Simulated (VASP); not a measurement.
# In (I4/mmm) in VASP: further runs, part 2 of 2

VASP 6.6.1.

### 3 Single point, PBE (strain +0.040 along x and y, -0.040 along z)

Contents of INCAR:

```
SYSTEM = In
  ALGO = Fast
  EDIFF = 1E-7
  ENCUT = 520
  GGA = PE
  ISIF = 2
  ISMEAR = 0
  LASPH = .TRUE.
  LCHARG = .TRUE.
  LELF = .TRUE.
  LREAL = .FALSE.
  LVHAR = .TRUE.
  LWAVE = .FALSE.
  NBANDS = 12
  NELM = 60
  PREC = Accurate
  SIGMA = 0.15
```

Contents of KPOINTS:

```
k-points
0
G
  18 18 18
  0 0 0
```

Contents of POSCAR:

```
In
1.0
   -1.9578262496      1.9578262496      1.8072242304
    1.9578262496     -1.9578262496      1.8072242304
    1.9578262496      1.9578262496     -1.8072242304
In
1
Direct
    0.0000000000      0.0000000000      0.0000000000
```

Potentials or basis: VASP PAW PBE potentials, release 64 (In_d).

Started as:

```bash
$ cat potpaw_PBE.64/In_d/POTCAR > POTCAR
$ mpirun -np 1 vasp_std > vasp.out
```

OUTCAR:

```text
SYSTEM = In
   EDIFF = 1E-7
   ENCUT = 520
   GGA = PE
   ISIF = 2
   ISMEAR = 0
   LASPH = .TRUE.
   LREAL = .FALSE.
   NELM = 60
   PREC = Accurate

 ion  position               nearest neighbor table
   1  0.000  0.000  0.000-

  LATTYP: Found a body centered tetragonal cell.
 ALAT       =     3.9156524992
 C/A-ratio  =     0.9230769231

  Lattice vectors:

 A1 = (  -1.9578262496,   1.9578262496,   1.8072242304)
 A2 = (   1.9578262496,  -1.9578262496,   1.8072242304)
 A3 = (   1.9578262496,   1.9578262496,  -1.8072242304)

Analysis of symmetry for initial positions (statically):
=====================================================================
 Subroutine PRICEL returns:
 Original cell was already a primitive cell.

 Routine SETGRP: Setting up the symmetry group for a
 body centered tetragonal supercell.

 Subroutine GETGRP returns: Found 16 space group operations
 (whereof 16 operations were pure point group operations)
 out of a pool of 16 trial point group operations.

The static configuration has the point symmetry D_4h.

Analysis of symmetry for dynamics (positions and initial velocities):
=====================================================================
 Subroutine PRICEL returns:
 Original cell was already a primitive cell.

 Routine SETGRP: Setting up the symmetry group for a
 body centered tetragonal supercell.

 Subroutine GETGRP returns: Found 16 space group operations
 (whereof 16 operations were pure point group operations)
 out of a pool of 16 trial point group operations.

The dynamic configuration has the point symmetry D_4h.

 Subroutine INISYM returns: Found 16 space group operations
 (whereof 16 operations are pure point group operations),
 and found     1 'primitive' translations

----------------------------------------------------------------------------------------

                                     Primitive cell

[... 115 lines left out ...]
   AEXX    =    0.0000 exact exchange contribution
   IVDW    =     0    specifies the selected vdW correction
   LEPSILON=     F    determine dielectric tensor
   LRPA    =     F    only Hartree local field effects (RPA)
 non-spin polarized calculation
 RMM-DIIS sequential band-by-band and
 Gauss-broadening in eV      SIGMA  =   0.15
  energy-cutoff  :      520.00
  volume of cell :       27.71
 maximum number of plane-waves:       766
 NGX is ok and might be reduce to    28
   NGX = 13   NGY = 13   NGZ = 13

 number of electron      12.9999995 magnetization

 Free energy of the ion-electron system (eV)
  ---------------------------------------------------
  ext. energy  EPLUGINS =         0.00000000
  ---------------------------------------------------
  free energy    TOTEN  =        -2.55228119 eV

  energy without entropy =       -2.54687964  energy(sigma->0) =       -2.54958042

 E-fermi :   6.8858     XC(G=0):  -9.9843

 val. band max:        6.8790750874   @ k =  -0.3889  -0.4444   0.2778
 cond. band min:       6.8863213256   @ k =  -0.3333  -0.4444   0.3333
 fundamental gap:      0.0072462381
 Fermi energy:         6.8857785999

 k-point     1 :       0.0000    0.0000    0.0000
  band No.  band energies     occupation
      1      -7.7706      2.00000
      2      -7.7094      2.00000
      3      -7.7094      2.00000
      4      -7.5328      2.00000
      5      -7.4739      2.00000
      6      -2.2665      2.00000
      7      16.9457      0.00000
      8      16.9457      0.00000
      9      17.9009      0.00000
     10      19.6881      0.00000
     11      19.6881      0.00000
     12      20.3793      0.00000
[... 331 lines left out ...]
 k-point    24 :      -0.2222    0.0556    0.0000
  band No.  band energies     occupation
      1      -7.7726      2.00000
      2      -7.7008      2.00000
      3      -7.6049      2.00000
      4      -7.5310      2.00000
      5      -7.4962      2.00000
      6      -1.3661      2.00000
      7      12.6508      0.00000
      8      13.9643      0.00000
      9      15.4052      0.00000
     10      17.6026      0.00000
     11      18.8157      0.00000
     12      20.5973      0.00000

 [... further k-points ...]

------------------------ aborting loop because EDIFF is reached ----------------------------------------

  FORCE on cell =-STRESS in cart. coord.  units (eV):
  Direction    XX          YY          ZZ          XY          YZ          ZX
  --------------------------------------------------------------------------------------
  -------------------------------------------------------------------------------------
  Total        0.0024704      0.0024704      0.0014885      0.0000000      0.0000000      0.0000000
  in kB        0.1428432      0.1428432      0.0860683      0.0000000      0.0000000      0.0000000
  external PRESSURE =       0.1239182 kB  Pullay stress =       0.0000000 kB

 VOLUME and BASIS-vectors are now :
 -----------------------------------------------------------------------------
  energy-cutoff  :      520.00
  volume of cell :       27.71
      direct lattice vectors                 reciprocal lattice vectors
    -1.957826250  1.957826250  1.807224230     0.000000000  0.255385277  0.276667384
     1.957826250 -1.957826250  1.807224230     0.255385277  0.000000000  0.276667384
     1.957826250  1.957826250 -1.807224230     0.255385277  0.255385277  0.000000000

 POSITION                                       TOTAL-FORCE (eV/Angst)
 -----------------------------------------------------------------------------------
      0.00000      0.00000      0.00000        -0.000000      0.000000      0.000000
 -----------------------------------------------------------------------------------
    total drift:                               -0.000000     -0.000000     -0.000000

  FREE ENERGIE OF THE ION-ELECTRON SYSTEM (eV)
  ---------------------------------------------------
  free  energy   TOTEN  =        -2.5522811888 eV

  energy  without entropy=       -2.5468796438  energy(sigma->0) =       -2.54958042
```

OSZICAR:

```text
N       E                     dE             d eps       ncg     rms          rms(c)
DAV:   1     0.783470126029E+02    0.78347E+02   -0.62473E+03 11704   0.134E+03
DAV:   2     0.128583605303E+01   -0.77061E+02   -0.75077E+02 12136   0.290E+02
DAV:   3    -0.248511269889E+01   -0.37709E+01   -0.37590E+01 13760   0.643E+01
DAV:   4    -0.257259932942E+01   -0.87487E-01   -0.87461E-01 14476   0.988E+00
DAV:   5    -0.257636705129E+01   -0.37677E-02   -0.37676E-02 15620   0.177E+00    0.202E+00
RMM:   6    -0.255621626921E+01    0.20151E-01   -0.26617E-02 14107   0.255E+00    0.108E+00
RMM:   7    -0.255233714595E+01    0.38791E-02   -0.10806E-02 13443   0.133E+00    0.231E-01
RMM:   8    -0.255220745547E+01    0.12969E-03   -0.16047E-03 15248   0.635E-01    0.505E-02
RMM:   9    -0.255226853470E+01   -0.61079E-04   -0.53614E-04 17407   0.252E-01    0.483E-02
RMM:  10    -0.255227508948E+01   -0.65548E-05   -0.16228E-04 15653   0.232E-01    0.644E-03
RMM:  11    -0.255228060033E+01   -0.55109E-05   -0.70049E-05 18740   0.907E-02    0.125E-02
RMM:  12    -0.255228187204E+01   -0.12717E-05   -0.13195E-05 16910   0.433E-02    0.297E-02
RMM:  13    -0.255228162204E+01    0.25000E-06   -0.36606E-06 15723   0.266E-02    0.216E-02
RMM:  14    -0.255228153137E+01    0.90672E-07   -0.14757E-06 14430   0.187E-02    0.760E-03
RMM:  15    -0.255228133144E+01    0.19993E-06   -0.78705E-07 12463   0.809E-03    0.322E-03
RMM:  16    -0.255228123046E+01    0.10098E-06   -0.24762E-07  8730   0.808E-03    0.346E-03
RMM:  17    -0.255228118875E+01    0.41710E-07   -0.79310E-08  7405   0.280E-03
   1 F= -.25522812E+01 E0= -.25495804E+01  d E =-.540154E-02
```

It took 99 s on 1 thread of Intel Xeon 6975P-C (Granite Rapids), shared host; peak memory 0.27 GiB.

What came out:

- Free energy: -2.5523 eV
- Pressure: 0.0 GPa

Caveat: the cell differs from its parent crystal (strain +0.040 along x and y, -0.040 along z); spin-orbit coupling is left out, which moves the levels of the heavy elements.

### 4 Single point, PBE (strain +0.080 along x and y, -0.080 along z)

Contents of INCAR:

```
ALGO     = Fast           # electronic algorithm
EDIFF    = 1E-6           # SCF threshold, eV
ENCUT    = 520            # plane-wave cutoff, eV
GGA      = PE             # functional
ISIF     = 2              # what is computed and relaxed
ISMEAR   = 0              # smearing method
LASPH    = True           # aspherical terms in the spheres
LCHARG   = False          # write CHGCAR
LREAL    = False          # projectors in reciprocal space
LWAVE    = False          # write WAVECAR
NBANDS   = 12             # bands
NELM     = 60             # most SCF steps
PREC     = Accurate       # precision mode
SIGMA    = 0.15           # smearing width, eV
```

Contents of KPOINTS:

```
k-points
0
Gamma
  18 18 18
```

Contents of POSCAR:

```
In
1.0
   -2.0331272592      2.0331272592      1.7319232208
    2.0331272592     -2.0331272592      1.7319232208
    2.0331272592      2.0331272592     -1.7319232208
In
1
Direct
    0.0000000000      0.0000000000      0.0000000000
```

Potentials or basis: VASP PAW PBE potentials, release 64 (In_d).

Started as:

```bash
$ cat potpaw_PBE.64/In_d/POTCAR > POTCAR
$ mpirun -np 1 vasp_std > vasp.out
```

OUTCAR:

```text
EDIFF = 1E-6
   ENCUT = 520
   GGA = PE
   ISIF = 2
   ISMEAR = 0
   LASPH = True
   LREAL = False
   NELM = 60
   PREC = Accurate

 ion  position               nearest neighbor table
   1  0.000  0.000  0.000-

  LATTYP: Found a body centered tetragonal cell.
 ALAT       =     4.0662545184
 C/A-ratio  =     0.8518518519

  Lattice vectors:

 A1 = (  -2.0331272592,   2.0331272592,   1.7319232208)
 A2 = (   2.0331272592,  -2.0331272592,   1.7319232208)
 A3 = (   2.0331272592,   2.0331272592,  -1.7319232208)

Analysis of symmetry for initial positions (statically):
=====================================================================
 Subroutine PRICEL returns:
 Original cell was already a primitive cell.

 Routine SETGRP: Setting up the symmetry group for a
 body centered tetragonal supercell.

 Subroutine GETGRP returns: Found 16 space group operations
 (whereof 16 operations were pure point group operations)
 out of a pool of 16 trial point group operations.

The static configuration has the point symmetry D_4h.

Analysis of symmetry for dynamics (positions and initial velocities):
=====================================================================
 Subroutine PRICEL returns:
 Original cell was already a primitive cell.

 Routine SETGRP: Setting up the symmetry group for a
 body centered tetragonal supercell.

 Subroutine GETGRP returns: Found 16 space group operations
 (whereof 16 operations were pure point group operations)
 out of a pool of 16 trial point group operations.

The dynamic configuration has the point symmetry D_4h.

 Subroutine INISYM returns: Found 16 space group operations
 (whereof 16 operations are pure point group operations),
 and found     1 'primitive' translations

----------------------------------------------------------------------------------------

                                     Primitive cell

  volume of cell :      28.6364
[... 114 lines left out ...]
   AEXX    =    0.0000 exact exchange contribution
   IVDW    =     0    specifies the selected vdW correction
   LEPSILON=     F    determine dielectric tensor
   LRPA    =     F    only Hartree local field effects (RPA)
 non-spin polarized calculation
 RMM-DIIS sequential band-by-band and
 Gauss-broadening in eV      SIGMA  =   0.15
  energy-cutoff  :      520.00
  volume of cell :       28.64
 maximum number of plane-waves:       791
 NGX is ok and might be reduce to    28
   NGX = 13   NGY = 13   NGZ = 13

 number of electron      12.9999997 magnetization

 Free energy of the ion-electron system (eV)
  ---------------------------------------------------
  ext. energy  EPLUGINS =         0.00000000
  ---------------------------------------------------
  free energy    TOTEN  =        -2.54801185 eV

  energy without entropy =       -2.54270942  energy(sigma->0) =       -2.54536063

 E-fermi :   6.5290     XC(G=0):  -9.8284

 val. band max:        6.5242348317   @ k =   0.2778   0.2778   0.2222
 cond. band min:       6.5497950684   @ k =   0.3889   0.2778   0.0000
 fundamental gap:      0.0255602368
 Fermi energy:         6.5289671737

 k-point     1 :       0.0000    0.0000    0.0000
  band No.  band energies     occupation
      1      -8.1171      2.00000
      2      -7.9982      2.00000
      3      -7.9982      2.00000
      4      -7.9274      2.00000
      5      -7.8074      2.00000
      6      -2.4126      2.00000
      7      15.5923      0.00000
      8      15.5923      0.00000
      9      17.8592      0.00000
     10      18.7880      0.00000
     11      19.6253      0.00000
     12      19.6279      0.00000
[... 331 lines left out ...]
 k-point    24 :      -0.2222    0.0556    0.0000
  band No.  band energies     occupation
      1      -8.0978      2.00000
      2      -8.0042      2.00000
      3      -7.9318      2.00000
      4      -7.8928      2.00000
      5      -7.8346      2.00000
      6      -1.5276      2.00000
      7      12.3246      0.00000
      8      13.1513      0.00000
      9      14.4828      0.00000
     10      17.0677      0.00000
     11      18.5288      0.00000
     12      20.8233      0.00000

 [... further k-points ...]

------------------------ aborting loop because EDIFF is reached ----------------------------------------

  FORCE on cell =-STRESS in cart. coord.  units (eV):
  Direction    XX          YY          ZZ          XY          YZ          ZX
  --------------------------------------------------------------------------------------
  -------------------------------------------------------------------------------------
  Total       -0.2156544     -0.2156544     -0.1272449      0.0000000      0.0000000      0.0000000
  in kB      -12.0656637    -12.0656637     -7.1192350      0.0000000      0.0000000      0.0000000
  external PRESSURE =     -10.4168541 kB  Pullay stress =       0.0000000 kB

 VOLUME and BASIS-vectors are now :
 -----------------------------------------------------------------------------
  energy-cutoff  :      520.00
  volume of cell :       28.64
      direct lattice vectors                 reciprocal lattice vectors
    -2.033127259  2.033127259  1.731923221     0.000000000  0.245926563  0.288696401
     2.033127259 -2.033127259  1.731923221     0.245926563  0.000000000  0.288696401
     2.033127259  2.033127259 -1.731923221     0.245926563  0.245926563  0.000000000

 POSITION                                       TOTAL-FORCE (eV/Angst)
 -----------------------------------------------------------------------------------
      0.00000      0.00000      0.00000         0.000000      0.000000      0.000000
 -----------------------------------------------------------------------------------
    total drift:                               -0.000000     -0.000000     -0.000000

  FREE ENERGIE OF THE ION-ELECTRON SYSTEM (eV)
  ---------------------------------------------------
  free  energy   TOTEN  =        -2.5480118469 eV

  energy  without entropy=       -2.5427094169  energy(sigma->0) =       -2.54536063
```

OSZICAR:

```text
N       E                     dE             d eps       ncg     rms          rms(c)
DAV:   1     0.785982152407E+02    0.78598E+02   -0.62360E+03 11700   0.132E+03
DAV:   2     0.140630293614E+01   -0.77192E+02   -0.75291E+02 12108   0.291E+02
DAV:   3    -0.247369189152E+01   -0.38800E+01   -0.38676E+01 13660   0.651E+01
DAV:   4    -0.256577242022E+01   -0.92081E-01   -0.92054E-01 14520   0.102E+01
DAV:   5    -0.257002388122E+01   -0.42515E-02   -0.42513E-02 15648   0.190E+00    0.190E+00
RMM:   6    -0.255147412740E+01    0.18550E-01   -0.25304E-02 14094   0.247E+00    0.102E+00
RMM:   7    -0.254801704340E+01    0.34571E-02   -0.10425E-02 13481   0.129E+00    0.220E-01
RMM:   8    -0.254793427577E+01    0.82768E-04   -0.16388E-03 15201   0.647E-01    0.497E-02
RMM:   9    -0.254799786917E+01   -0.63593E-04   -0.55005E-04 17249   0.256E-01    0.423E-02
RMM:  10    -0.254800496966E+01   -0.71005E-05   -0.16618E-04 15436   0.233E-01    0.603E-03
RMM:  11    -0.254801059067E+01   -0.56210E-05   -0.74672E-05 18704   0.920E-02    0.108E-02
RMM:  12    -0.254801210739E+01   -0.15167E-05   -0.13844E-05 15464   0.428E-02    0.250E-02
RMM:  13    -0.254801184690E+01    0.26049E-06   -0.35162E-06 13276   0.306E-02
   1 F= -.25480118E+01 E0= -.25453606E+01  d E =-.530243E-02
```

It took 76 s on 1 thread of Intel Xeon 6975P-C (Granite Rapids), shared host; peak memory 0.27 GiB.

Results:

```
Free energy : -2.5480 eV
Pressure    : -1.0 GPa
```

Caveat: the cell differs from its parent crystal (strain +0.080 along x and y, -0.080 along z); spin-orbit coupling is left out, which moves the levels of the heavy elements.

### 5 Overview

| cell | further INCAR settings | gap on the mesh (eV) | pressure (GPa) |
| --- | --- | --- | --- |
| a = 3.266 Å, angles 106.3, 106.3, 115.9°, 1 atom | ALGO = Fast; EDIFF = 1e-06; NBANDS = 12 | none | 1.6 |
| a = 3.306 Å, angles 107.4, 107.4, 113.7°, 1 atom | ALGO = Fast; EDIFF = 1e-07; NBANDS = 12 | none | 0.0 |
| a = 3.357 Å, angles 105.4, 105.4, 117.9°, 1 atom | ALGO = Fast; EDIFF = 1e-06; NBANDS = 12 | none | -1.0 |

Alike in all rows: task single point; level PBE; potentials or basis VASP PAW PBE potentials, release 64 (In_d); no spin polarisation; k mesh 18 × 18 × 18; cutoff (eV) 520; smearing gaussian 0.15 eV.

Caveats: spin-orbit coupling is left out, which moves the levels of the heavy elements.

Absolute energies hang on the potentials; compare differences alone.
